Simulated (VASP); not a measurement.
Input of a VASP 6.6.1 run:

The input INCAR:

```
ALGO = Normal ; EDIFF = 1E-6
ENCUT = 520 ; GGA = PE
ISIF = 2 ; ISMEAR = 0
IVDW = 12 ; LASPH = T
LCHARG = T ; LELF = T
LREAL = F ; LVHAR = T
LWAVE = F ; NBANDS = 21
NELM = 80 ; PREC = Accurate
SIGMA = 0.1
```

The input KPOINTS:

```
k-points
0
Gamma
  12 12 14
```

The input POSCAR:

```
Ge
1.0
    4.3660125464      0.0000000000      0.0000000000
   -2.1830062732      3.7810777784      0.0000000000
    0.0000000000      0.0000000000      2.7634932147
Ge
2
Direct
    0.3333333333      0.6666666667      0.0000000000
    0.6666666667      0.3333333333      0.0000000000
```

Potentials or basis: VASP PAW PBE potentials, release 64 (Ge_d).

Run with:

```sh
$ cat potpaw_PBE.64/Ge_d/POTCAR > POTCAR
$ mpirun -np 1 vasp_std > vasp.out
```

Predict the pressure.

0.0 GPa.

Predict the dispersion energy per atom.

-0.288 eV.

Estimate the band gap on the k mesh.

zero (bands 14 and 15 overlap by 5.19 eV).
